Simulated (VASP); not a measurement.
# Ge in VASP: further runs

Ge is run at these levels: PBEsol; tasks: single point, relaxation of cell and atoms.

All numbers are computed with VASP 6.6.1; they aren't measurements. Logs are shortened: lines on timing, memory, paths and dates and some standing lists are left out, and cuts for length are marked.

## (1) The cell of the first run

It takes space group Fm-3m (No. 225, cubic). Conventional cell: a = 4.255 Å, b = 4.255 Å, c = 4.255 Å, α = 90.00°, β = 90.00°, γ = 90.00°. Within 4.0 Å of Ge (site symmetry m-3m) lie 12 Ge at 3.01 Å.

## (2) Single point, PBEsol

The input, INCAR:

```
  ALGO = Normal
  EDIFF = 1E-6
  ENCUT = 520
  GGA = PS
  ISIF = 2
  ISMEAR = 0
  LASPH = T
  LCHARG = T
  LELF = T
  LREAL = F
  LVHAR = T
  LWAVE = F
  NBANDS = 13
  NELM = 80
  PREC = Accurate
  SIGMA = 0.1
```

The input, KPOINTS:

```
k-points
0
Gamma
  6 6 6
```

The input, POSCAR:

```
Ge
1.0
    0.0000000000      2.1272919632      2.1272919632
    2.1272919632      0.0000000000      2.1272919632
    2.1272919632      2.1272919632      0.0000000000
Ge
1
Direct
    0.0000000000      0.0000000000      0.0000000000
```

Potentials or basis: VASP PAW PBE potentials, release 64 (Ge_d).

The run is started by

```bash
> cat potpaw_PBE.64/Ge_d/POTCAR > POTCAR
> mpirun -np 1 vasp_std > vasp.out
```

OUTCAR:

```text
EDIFF = 1E-6
   ENCUT = 520
   GGA = PS
   ISIF = 2
   ISMEAR = 0
   LASPH = T
   LREAL = F
   NELM = 80
   PREC = Accurate

 ion  position               nearest neighbor table
   1  0.000  0.000  0.000-

  LATTYP: Found a face centered cubic cell.
 ALAT       =     4.2545839264

  Lattice vectors:

 A1 = (   0.0000000000,   2.1272919632,   2.1272919632)
 A2 = (   2.1272919632,   0.0000000000,   2.1272919632)
 A3 = (   2.1272919632,   2.1272919632,   0.0000000000)

Analysis of symmetry for initial positions (statically):
=====================================================================
 Subroutine PRICEL returns:
 Original cell was already a primitive cell.

 Routine SETGRP: Setting up the symmetry group for a
 face centered cubic supercell.

 Subroutine GETGRP returns: Found 48 space group operations
 (whereof 48 operations were pure point group operations)
 out of a pool of 48 trial point group operations.

The static configuration has the point symmetry O_h .

Analysis of symmetry for dynamics (positions and initial velocities):
=====================================================================
 Subroutine PRICEL returns:
 Original cell was already a primitive cell.

 Routine SETGRP: Setting up the symmetry group for a
 face centered cubic supercell.

 Subroutine GETGRP returns: Found 48 space group operations
 (whereof 48 operations were pure point group operations)
 out of a pool of 48 trial point group operations.

The dynamic configuration has the point symmetry O_h .

 Subroutine INISYM returns: Found 48 space group operations
 (whereof 48 operations are pure point group operations),
 and found     1 'primitive' translations

----------------------------------------------------------------------------------------

                                     Primitive cell

  volume of cell :      19.2536

  direct lattice vectors                    reciprocal lattice vectors
     0.000000000  2.127291963  2.127291963    -0.235040610  0.235040610  0.235040610
     2.127291963  0.000000000  2.127291963     0.235040610 -0.235040610  0.235040610
     2.127291963  2.127291963  0.000000000     0.235040610  0.235040610 -0.235040610

  length of vectors
     3.008445145  3.008445145  3.008445145     0.407102278  0.407102278  0.407102278

  position of ions in fractional coordinates (direct lattice)
     0.000000000  0.000000000  0.000000000

  ion indices of the primitive-cell ions
   primitive index   ion index
                 1           1

----------------------------------------------------------------------------------------

 KPOINTS: k-points

Automatic generation of k-mesh.
 Grid dimensions read from file:
 generate k-points for:    6    6    6

 Generating k-lattice:

  Cartesian coordinates                     Fractional coordinates (reciprocal lattice)
    -0.039173435  0.039173435  0.039173435     0.166666667  0.000000000  0.000000000
     0.039173435 -0.039173435  0.039173435     0.000000000  0.166666667  0.000000000
     0.039173435  0.039173435 -0.039173435     0.000000000  0.000000000  0.166666667

  Length of vectors
     0.067850380  0.067850380  0.067850380

  Shift w.r.t. Gamma in fractional coordinates (k-lattice)
     0.000000000  0.000000000  0.000000000

 Subroutine IBZKPT returns following result:
 ===========================================

 Found     16 irreducible k-points:

 Following reciprocal coordinates:
            Coordinates               Weight
  0.000000  0.000000  0.000000      1.000000
  0.166667  0.000000  0.000000      8.000000
  0.333333  0.000000  0.000000      8.000000
  0.500000  0.000000  0.000000      4.000000
  0.166667  0.166667  0.000000      6.000000
  0.333333  0.166667  0.000000     24.000000
[... 8 lines left out ...]
 -0.333333  0.333333  0.166667     24.000000
 -0.333333  0.500000  0.166667     12.000000
   k-points           NKPTS =     16   k-points in BZ     NKDIM =     16   number of bands    NBANDS=     13
   number of dos      NEDOS =    301   number of ions     NIONS =      1
   total plane-waves  NPLWV =  13824
   dimension x,y,z NGX =    24 NGY =   24 NGZ =   24
   dimension x,y,z NGXF=    48 NGYF=   48 NGZF=   48
   ions per type =               1
   NGX,Y,Z   is equivalent  to a cutoff of  13.26, 13.26, 13.26 a.u.
   NGXF,Y,Z  is equivalent  to a cutoff of  26.52, 26.52, 26.52 a.u.
 SYSTEM =  unknown system
   PREC   = accura    normal or accurate (medium, high low for compatibility)
   ISTART =      0    job   : 0-new  1-cont  2-samecut
   ICHARG =      2    charge: 1-file 2-atom 10-const
   ISPIN  =      1    spin polarized calculation?
   LNONCOLLINEAR =      F non collinear calculations
   LSORBIT =      F    spin-orbit coupling
   LASPH  =      T    aspherical Exc in radial PAW
   ENCUT  =  520.0 eV  38.22 Ry    6.18 a.u.   5.59  5.59  5.59*2*pi/ulx,y,z
   NELM   =     80;   NELMIN=  2; NELMDL= -5     # of ELM steps
   EDIFF  = 0.1E-05   stopping-criterion for ELM
   LREAL  =      F    real-space projection
   EDIFFG = 0.1E-04   stopping-criterion for IOM
   NSW    =      0    number of steps for IOM
   IBRION =     -1    ionic relax: 0-MD 1-quasi-New 2-CG
   NFREE  =      0    steps in history (QN), initial steepest desc. (CG)
   ISIF   =      2    stress and relaxation
   ISYM   =      2    0-nonsym 1-usesym 2-fastsym
   POTIM  = 0.5000    time-step for ionic-motion
   TEBEG  =    0.0;   TEEND  =   0.0 temperature during run
   PSTRESS=    0.0 pullay stress
   NELECT =      14.0000    total number of electrons
   NUPDOWN=      -1.0000    fix difference up-down
   EMIN   =  10.00;   EMAX   =-10.00  energy-range for DOS
   EFERMI =   0.00;   METHOD = LEGACY
   ISMEAR =     0;   SIGMA  =   0.10  broadening in eV -4-tet -1-fermi 0-gaus
   EFERMI_NEDOS =   21; number of points for ismear=-14 and -15
   IALGO  =     38    algorithm
   IMIX   =      4    mixing-type and parameters
     AMIX     =   0.40;   BMIX     =  1.00
     AMIX_MAG =   1.60;   BMIX_MAG =  1.00
  volume/ion in A,a.u.               =      19.25       129.93
  Fermi-wavevector in a.u.,A,eV,Ry     =   1.472133  2.781928 29.486218  2.167176
  Thomas-Fermi vector in A             =   2.587185
   LORBIT       =      0    0 simple, 1 ext, 2 COOP (PROOUT), +10 PAW based schemes
   GGA     = PS    functional components
   LHFCALC =     F    Hartree Fock is set to
   AEXX    =    0.0000 exact exchange contribution
   IVDW    =     0    specifies the selected vdW correction
   LEPSILON=     F    determine dielectric tensor
   LRPA    =     F    only Hartree local field effects (RPA)
 non-spin polarized calculation
 Gauss-broadening in eV      SIGMA  =   0.10
  energy-cutoff  :      520.00
  volume of cell :       19.25
 maximum number of plane-waves:       531
 NGX is ok and might be reduce to    24
   NGX = 11   NGY = 11   NGZ = 11

 number of electron      14.0000009 magnetization

 Free energy of the ion-electron system (eV)
  ---------------------------------------------------
  ext. energy  EPLUGINS =         0.00000000
  ---------------------------------------------------
  free energy    TOTEN  =        -4.49443167 eV

  energy without entropy =       -4.48380275  energy(sigma->0) =       -4.48911721

 E-fermi :   6.5508     XC(G=0): -11.3276

 val. band max:        6.5422577805   @ k =   0.5000   0.3333   0.0000
 cond. band min:       6.7063427156   @ k =  -0.3333   0.5000   0.1667
 fundamental gap:      0.1640849351
 Fermi energy:         6.5508379942

 k-point     1 :       0.0000    0.0000    0.0000
  band No.  band energies     occupation
      1     -18.1461      2.00000
      2     -18.1461      2.00000
      3     -18.1461      2.00000
      4     -18.0995      2.00000
      5     -18.0995      2.00000
      6      -6.5611      2.00000
      7      15.2451      0.00000
      8      15.2451      0.00000
      9      15.2451      0.00000
     10      20.3977      0.00000
     11      20.3977      0.00000
     12      20.3977      0.00000
     13      21.4388      0.00000

 k-point     2 :       0.1667    0.0000    0.0000
  band No.  band energies     occupation
      1     -18.1459      2.00000
      2     -18.1361      2.00000
      3     -18.1361      2.00000
      4     -18.0973      2.00000
      5     -18.0973      2.00000
      6      -5.8792      2.00000
      7      10.6705      0.00000
      8      14.4584      0.00000
      9      14.4584      0.00000
     10      18.8543      0.00000
     11      21.5771      0.00000
     12      21.5771      0.00000
     13      23.9456      0.00000

 k-point     3 :       0.3333    0.0000    0.0000
  band No.  band energies     occupation
      1     -18.1471      2.00000
      2     -18.1372      2.00000
      3     -18.1372      2.00000
      4     -18.0714      2.00000
      5     -18.0714      2.00000
      6      -3.8576      2.00000
      7       4.8194      2.00000
      8      13.5323      0.00000
      9      13.5323      0.00000
     10      18.3316      0.00000
     11      19.9957      0.00000
     12      19.9957      0.00000
     13      21.5016      0.00000
[... 177 lines left out ...]
 k-point    15 :      -0.3333    0.3333    0.1667
  band No.  band energies     occupation
      1     -18.1463      2.00000
      2     -18.1306      2.00000
      3     -18.1007      2.00000
      4     -18.0888      2.00000
      5     -18.0531      2.00000
      6       0.2179      2.00000
      7       2.8461      2.00000
      8       6.4862      1.63949
      9       8.4729      0.00000
     10      18.0340      0.00000
     11      20.3598      0.00000
     12      24.0626      0.00000
     13      25.1928      0.00000

 k-point    16 :      -0.3333    0.5000    0.1667
  band No.  band energies     occupation
      1     -18.1628      2.00000
      2     -18.1488      2.00000
      3     -18.0835      2.00000
      4     -18.0746      2.00000
      5     -18.0421      2.00000
      6       1.2382      2.00000
      7       3.2305      2.00000
      8       5.9979      2.00000
      9       6.7063      0.02787
     10      17.2184      0.00000
     11      17.9211      0.00000
     12      25.8580      0.00000
     13      26.0293      0.00000

------------------------ aborting loop because EDIFF is reached ----------------------------------------

  FORCE on cell =-STRESS in cart. coord.  units (eV):
  Direction    XX          YY          ZZ          XY          YZ          ZX
  --------------------------------------------------------------------------------------
  -------------------------------------------------------------------------------------
  Total       -0.0072750     -0.0072750     -0.0072750     -0.0000000     -0.0000000      0.0000000
  in kB       -0.6053823     -0.6053823     -0.6053823     -0.0000000     -0.0000000      0.0000000
  external PRESSURE =      -0.6053823 kB  Pullay stress =       0.0000000 kB

 VOLUME and BASIS-vectors are now :
 -----------------------------------------------------------------------------
  energy-cutoff  :      520.00
  volume of cell :       19.25
      direct lattice vectors                 reciprocal lattice vectors
     0.000000000  2.127291963  2.127291963    -0.235040610  0.235040610  0.235040610
     2.127291963  0.000000000  2.127291963     0.235040610 -0.235040610  0.235040610
     2.127291963  2.127291963  0.000000000     0.235040610  0.235040610 -0.235040610

 POSITION                                       TOTAL-FORCE (eV/Angst)
 -----------------------------------------------------------------------------------
      0.00000      0.00000      0.00000         0.000000      0.000000      0.000000
 -----------------------------------------------------------------------------------
    total drift:                               -0.000000      0.000000      0.000000

  FREE ENERGIE OF THE ION-ELECTRON SYSTEM (eV)
  ---------------------------------------------------
  free  energy   TOTEN  =        -4.4944316745 eV

  energy  without entropy=       -4.4838027468  energy(sigma->0) =       -4.48911721
```

It took 3.6 s on 1 thread of Intel Xeon 6975P-C (Granite Rapids), shared host; peak memory 0.13 GiB.

What came out:

```
Free energy            : -4.4944 eV
Pressure               : -0.1 GPa
Band gap on the k mesh : zero (band 7 reaches 15.25 eV, above the bottom of band 8 at 4.19 eV)
```

Levels at points of the mesh, in eV from the Fermi level:
```
           k point  band 3  band 4  band 5  band 6  band 7  band 8  band 9  band 10  band 11  band 12
(0.00, 0.00, 0.00)  -24.70  -24.65  -24.65  -13.11    8.69    8.69    8.69    13.85    13.85    13.85
(0.50, 0.00, 0.00)  -24.69  -24.60  -24.60   -7.94   -5.53    6.67    6.67    11.89    12.53    12.53
(0.50, 0.50, 0.00)  -24.61  -24.59  -24.59   -5.68   -4.29    2.51    2.51     6.24     6.60    27.67
```

Caveat: the k points lie up to 0.43 Å⁻¹ apart; the PAW data sets were made with another functional, which shifts forces and pressure a little.

(Part 1 of 2 ends here.)
